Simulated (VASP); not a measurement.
# MgS (P6_3/mmc) in VASP: single point with r2SCAN

Aim: the single point of MgS with r2SCAN.

Program: VASP 6.6.1. These are calculated values, not measurements. Logs are shortened: lines on timing, memory, paths and dates and some standing lists are left out, and cuts for length are marked.

**1. The cell of the first run**

It takes space group P6_3/mmc (No. 194, hexagonal). The conventional cell has a = 4.018 Å, b = 4.018 Å, c = 4.918 Å, α = 90.00°, β = 90.00°, γ = 120.00°. Mg (site symmetry -6m2) has 5 S at 2.32 to 2.46 Å within 3.1 Å. S (site symmetry -6m2) has 5 Mg at 2.32 to 2.46 Å within 3.1 Å.

**2. Single point, r2SCAN**

The input, POSCAR:

```
MgS
1.0
    4.0176587841      0.0000000000      0.0000000000
   -2.0088293921      3.4793945708      0.0000000000
    0.0000000000      0.0000000000      4.9177171021
Mg S
2 2
Direct
    0.6666666667      0.3333333333      0.4375004821
    0.3333333333      0.6666666667      0.9375004821
    0.3333333333      0.6666666667      0.4374985179
    0.6666666667      0.3333333333      0.9374985179
```

The input, INCAR.step1:

```
SYSTEM = MgS
  ALGO = Normal
  EDIFF = 1E-4
  ENCUT = 520
  GGA = PE
  ISMEAR = 1
  LASPH = .True.
  LCHARG = .False.
  LREAL = .False.
  LWAVE = .True.
  NBANDS = 16
  NELM = 100
  PREC = Accurate
  SIGMA = 0.01
```

The input, INCAR.step2:

```
SYSTEM = MgS
  ALGO = Normal
  EDIFF = 1E-6
  ENCUT = 520
  ISIF = 2
  ISMEAR = 1
  ISTART = 1
  LASPH = .True.
  LCHARG = .False.
  LMIXTAU = .True.
  LREAL = .False.
  LWAVE = .False.
  METAGGA = R2SCAN
  NBANDS = 16
  NELM = 100
  PREC = Accurate
  SIGMA = 0.01
```

The input, KPOINTS:

```
k-points
0
Gamma
  6 6 4
  0 0 0
```

Potentials or basis: VASP PAW PBE potentials, release 64 (Mg, S).

On the command line:

```console
$ cat potpaw_PBE.64/Mg/POTCAR potpaw_PBE.64/S/POTCAR > POTCAR
$ cp INCAR.step1 INCAR
$ mpirun -np 1 vasp_std > vasp.out
$ cp INCAR.step2 INCAR
$ mpirun -np 1 vasp_std > vasp.out
```

OUTCAR:

```text
SYSTEM = MgS
   EDIFF = 1E-6
   ENCUT = 520
   ISIF = 2
   ISMEAR = 1
   ISTART = 1
   LASPH = .True.
   LREAL = .False.
   METAGGA = R2SCAN
   NELM = 100
   PREC = Accurate

 ion  position               nearest neighbor table
   1  0.667  0.333  0.438-   3 2.32   3 2.32   3 2.32   4 2.46   4 2.46   2 3.38   2 3.38   2 3.38
                             2 3.38   2 3.38   2 3.38
   2  0.333  0.667  0.938-   4 2.32   4 2.32   4 2.32   3 2.46   3 2.46   1 3.38   1 3.38   1 3.38
                             1 3.38   1 3.38   1 3.38
   3  0.333  0.667  0.437-   1 2.32   1 2.32   1 2.32   2 2.46   2 2.46
   4  0.667  0.333  0.937-   2 2.32   2 2.32   2 2.32   1 2.46   1 2.46

  LATTYP: Found a hexagonal cell.
 ALAT       =     4.0176587841
 C/A-ratio  =     1.2240255747

  Lattice vectors:

 A1 = (   4.0176587841,   0.0000000000,   0.0000000000)
 A2 = (  -2.0088293921,   3.4793945708,   0.0000000000)
 A3 = (   0.0000000000,   0.0000000000,   4.9177171021)

Analysis of symmetry for initial positions (statically):
=====================================================================
 Subroutine PRICEL returns:
 Original cell was already a primitive cell.

 Routine SETGRP: Setting up the symmetry group for a
 hexagonal supercell.

 Subroutine GETGRP returns: Found 24 space group operations
 (whereof  6 operations were pure point group operations)
 out of a pool of 24 trial point group operations.

The static configuration has the point symmetry C_3v.
 The point group associated with its full space group is D_6h.

Analysis of symmetry for dynamics (positions and initial velocities):
=====================================================================
 Subroutine PRICEL returns:
 Original cell was already a primitive cell.

 Routine SETGRP: Setting up the symmetry group for a
 hexagonal supercell.

 Subroutine GETGRP returns: Found 24 space group operations
 (whereof  6 operations were pure point group operations)
 out of a pool of 24 trial point group operations.

The dynamic configuration has the point symmetry C_3v.
 The point group associated with its full space group is D_6h.

 Subroutine INISYM returns: Found 24 space group operations
 (whereof  6 operations are pure point group operations),
 and found     1 'primitive' translations

----------------------------------------------------------------------------------------

                                     Primitive cell

  volume of cell :      68.7449

  direct lattice vectors                    reciprocal lattice vectors
     4.017658784  0.000000000  0.000000000     0.248901177  0.143703162  0.000000000
    -2.008829392  3.479394571  0.000000000     0.000000000  0.287406323  0.000000000
     0.000000000  0.000000000  4.917717102     0.000000000  0.000000000  0.203346386

  length of vectors
     4.017658784  4.017658784  4.917717102     0.287406323  0.287406323  0.203346386

  position of ions in fractional coordinates (direct lattice)
     0.666666667  0.333333333  0.437500482
     0.333333333  0.666666667  0.937500482
     0.333333333  0.666666667  0.437498518
     0.666666667  0.333333333  0.937498518

  ion indices of the primitive-cell ions
   primitive index   ion index
                 1           1
                 2           2
                 3           3
                 4           4

----------------------------------------------------------------------------------------

 KPOINTS: k-points

Automatic generation of k-mesh.
 Grid dimensions read from file:
 generate k-points for:    6    6    4

 Generating k-lattice:

  Cartesian coordinates                     Fractional coordinates (reciprocal lattice)
     0.041483529  0.023950527  0.000000000     0.166666667  0.000000000  0.000000000
     0.000000000  0.047901054  0.000000000     0.000000000  0.166666667  0.000000000
     0.000000000  0.000000000  0.050836596     0.000000000  0.000000000  0.250000000

  Length of vectors
     0.047901054  0.047901054  0.050836596

  Shift w.r.t. Gamma in fractional coordinates (k-lattice)
     0.000000000  0.000000000  0.000000000

 Subroutine IBZKPT returns following result:
 ===========================================

 Found     21 irreducible k-points:

 Following reciprocal coordinates:
            Coordinates               Weight
  0.000000  0.000000  0.000000      1.000000
  0.166667  0.000000  0.000000      6.000000
  0.333333  0.000000  0.000000      6.000000
  0.500000  0.000000  0.000000      3.000000
  0.166667  0.166667  0.000000      6.000000
  0.333333  0.166667  0.000000     12.000000
[... 13 lines left out ...]
  0.333333  0.166667  0.500000     12.000000
  0.333333  0.333333  0.500000      2.000000
   k-points           NKPTS =     21   k-points in BZ     NKDIM =     21   number of bands    NBANDS=     16
   number of dos      NEDOS =    301   number of ions     NIONS =      4
   total plane-waves  NPLWV =  36000
   dimension x,y,z NGX =    30 NGY =   30 NGZ =   40
   dimension x,y,z NGXF=    60 NGYF=   60 NGZF=   80
   ions per type =               2   2
   NGX,Y,Z   is equivalent  to a cutoff of  12.41, 12.41, 13.52 a.u.
   NGXF,Y,Z  is equivalent  to a cutoff of  24.83, 24.83, 27.04 a.u.
 SYSTEM =  MgS
   PREC   = accura    normal or accurate (medium, high low for compatibility)
   ISTART =      1    job   : 0-new  1-cont  2-samecut
   ICHARG =      0    charge: 1-file 2-atom 10-const
   ISPIN  =      1    spin polarized calculation?
   LNONCOLLINEAR =      F non collinear calculations
   LSORBIT =      F    spin-orbit coupling
   LASPH  =      T    aspherical Exc in radial PAW
   ENCUT  =  520.0 eV  38.22 Ry    6.18 a.u.   7.47  7.47  9.14*2*pi/ulx,y,z
   NELM   =    100;   NELMIN=  2; NELMDL=  0     # of ELM steps
   EDIFF  = 0.1E-05   stopping-criterion for ELM
   LREAL  =      F    real-space projection
   EDIFFG = 0.1E-04   stopping-criterion for IOM
   NSW    =      0    number of steps for IOM
   IBRION =     -1    ionic relax: 0-MD 1-quasi-New 2-CG
   NFREE  =      0    steps in history (QN), initial steepest desc. (CG)
   ISIF   =      2    stress and relaxation
   ISYM   =      2    0-nonsym 1-usesym 2-fastsym
   POTIM  = 0.5000    time-step for ionic-motion
   TEBEG  =    0.0;   TEEND  =   0.0 temperature during run
   PSTRESS=    0.0 pullay stress
   NELECT =      16.0000    total number of electrons
   NUPDOWN=      -1.0000    fix difference up-down
   EMIN   =  10.00;   EMAX   =-10.00  energy-range for DOS
   EFERMI =   0.00;   METHOD = LEGACY
   ISMEAR =     1;   SIGMA  =   0.01  broadening in eV -4-tet -1-fermi 0-gaus
   EFERMI_NEDOS =   21; number of points for ismear=-14 and -15
   IALGO  =     38    algorithm
   IMIX   =      4    mixing-type and parameters
     AMIX     =   0.40;   BMIX     =  1.00
     AMIX_MAG =   1.60;   BMIX_MAG =  1.00
  volume/ion in A,a.u.               =      17.19       115.98
  Fermi-wavevector in a.u.,A,eV,Ry     =   1.007012  1.902977 13.797309  1.014074
  Thomas-Fermi vector in A             =   2.139791
   LORBIT       =      0    0 simple, 1 ext, 2 COOP (PROOUT), +10 PAW based schemes
   METAGGA = R2SCAN    functional components
   LHFCALC =     F    Hartree Fock is set to
   AEXX    =    0.0000 exact exchange contribution
   IVDW    =     0    specifies the selected vdW correction
   LEPSILON=     F    determine dielectric tensor
   LRPA    =     F    only Hartree local field effects (RPA)
 non-spin polarized calculation
 Methfessel and Paxton  Order N= 1 SIGMA  =   0.01
  energy-cutoff  :      520.00
  volume of cell :       68.74
 maximum number of plane-waves:      1876
 NGX is ok and might be reduce to    30
   NGX = 15   NGY = 15   NGZ = 19

 number of electron      16.0000004 magnetization

 Free energy of the ion-electron system (eV)
  ---------------------------------------------------
  ext. energy  EPLUGINS =         0.00000000
  ---------------------------------------------------
  free energy    TOTEN  =       -30.03694700 eV

  energy without entropy =      -30.03694700  energy(sigma->0) =      -30.03694700

 E-fermi :   3.9827     XC(G=0):  -9.9770

 val. band max:        3.9236970935   @ k =   0.0000   0.0000   0.0000
 cond. band min:       7.6063638726   @ k =   0.5000   0.0000   0.0000
 fundamental gap:      3.6826667791
 Fermi energy:         3.9826983606

 k-point     1 :       0.0000    0.0000    0.0000
  band No.  band energies     occupation
      1     -10.1325      2.00000
      2      -7.8662      2.00000
      3      -1.1314      2.00000
      4       1.2312      2.00000
      5       1.2312      2.00000
      6       2.6989      2.00000
[... 8 lines left out ...]
     15      12.8129      0.00000
     16      12.8129      0.00000

 k-point     2 :       0.1667    0.0000    0.0000
  band No.  band energies     occupation
      1      -9.9482      2.00000
      2      -7.9051      2.00000
      3      -0.9029      2.00000
      4       0.6396      2.00000
      5       0.9683      2.00000
      6       2.1132      2.00000
[... 8 lines left out ...]
     15      12.5231      0.00000
     16      13.5385      0.00000

 k-point     3 :       0.3333    0.0000    0.0000
  band No.  band energies     occupation
      1      -9.4722      2.00000
      2      -8.0919      2.00000
      3      -0.2939      2.00000
      4      -0.2739      2.00000
      5       0.5732      2.00000
      6       1.2500      2.00000
[... 8 lines left out ...]
     15      13.3969      0.00000
     16      15.4130      0.00000

 k-point     4 :       0.5000    0.0000    0.0000
  band No.  band energies     occupation
      1      -9.0863      2.00000
      2      -8.3362      2.00000
      3      -0.6736      2.00000
      4       0.2991      2.00000
      5       0.4114      2.00000
      6       0.8899      2.00000
[... 8 lines left out ...]
     15      14.9534      0.00000
     16      16.3045      0.00000
[... 267 lines left out ...]
 k-point    19 :       0.1667    0.1667    0.5000
  band No.  band energies     occupation
      1      -8.8542      2.00000
      2      -8.8542      2.00000
      3      -0.5866      2.00000
      4      -0.5866      2.00000
      5       1.3226      2.00000
      6       1.3226      2.00000
[... 8 lines left out ...]
     15      13.7979      0.00000
     16      13.7979      0.00000

 k-point    20 :       0.3333    0.1667    0.5000
  band No.  band energies     occupation
      1      -8.6389      2.00000
      2      -8.6389      2.00000
      3      -1.1983      2.00000
      4      -1.1983      2.00000
      5       0.8409      2.00000
      6       0.8409      2.00000
[... 8 lines left out ...]
     15      14.3431      0.00000
     16      14.3431      0.00000

 k-point    21 :       0.3333    0.3333    0.5000
  band No.  band energies     occupation
      1      -8.5644      2.00000
      2      -8.5644      2.00000
      3      -1.1984      2.00000
      4      -1.1984      2.00000
      5       0.3019      2.00000
      6       0.3019      2.00000
[... 8 lines left out ...]
     15      13.8655      0.00000
     16      13.8698      0.00000

------------------------ aborting loop because EDIFF is reached ----------------------------------------

  FORCE on cell =-STRESS in cart. coord.  units (eV):
  Direction    XX          YY          ZZ          XY          YZ          ZX
  --------------------------------------------------------------------------------------
  -------------------------------------------------------------------------------------
  Total        8.4528384      8.4528384      8.4037264     -0.0000000     -0.0000000      0.0000000
  in kB      197.0030160    197.0030160    195.8584041     -0.0000000     -0.0000000      0.0000000
  external PRESSURE =     196.6214787 kB  Pullay stress =       0.0000000 kB

 VOLUME and BASIS-vectors are now :
 -----------------------------------------------------------------------------
  energy-cutoff  :      520.00
  volume of cell :       68.74
      direct lattice vectors                 reciprocal lattice vectors
     4.017658784  0.000000000  0.000000000     0.248901177  0.143703162  0.000000000
    -2.008829392  3.479394571  0.000000000     0.000000000  0.287406323  0.000000000
     0.000000000  0.000000000  4.917717102     0.000000000  0.000000000  0.203346386

 POSITION                                       TOTAL-FORCE (eV/Angst)
 -----------------------------------------------------------------------------------
      2.00883      1.15980      2.15150        -0.000000     -0.000000      0.000000
     -0.00000      2.31960      4.61036         0.000000     -0.000000      0.000000
     -0.00000      2.31960      2.15149         0.000000      0.000000      0.000000
      2.00883      1.15980      4.61035         0.000000      0.000000     -0.000000
 -----------------------------------------------------------------------------------
    total drift:                               -0.000000      0.000000      0.010565

  FREE ENERGIE OF THE ION-ELECTRON SYSTEM (eV)
  ---------------------------------------------------
  free  energy   TOTEN  =       -30.0369470015 eV

  energy  without entropy=      -30.0369470015  energy(sigma->0) =      -30.03694700
```

It took 1.8 min on 1 thread of Intel Xeon 6975P-C, shared host; peak memory 0.2 GiB.

Results:

```
Free energy            : -30.0369 eV
Pressure               : 19.7 GPa
Band gap on the k mesh : 3.68 eV, indirect (least direct gap 4.00 eV)
```

Stress tensor (GPa, compression positive):
```
19.70  0.00  0.00
 0.00 19.70  0.00
 0.00  0.00 19.59
```

Caveat: the PAW data sets were made with another functional, which shifts forces and pressure a little. r2SCAN opens gaps a little over a GGA but as a rule still falls short of measured ones.
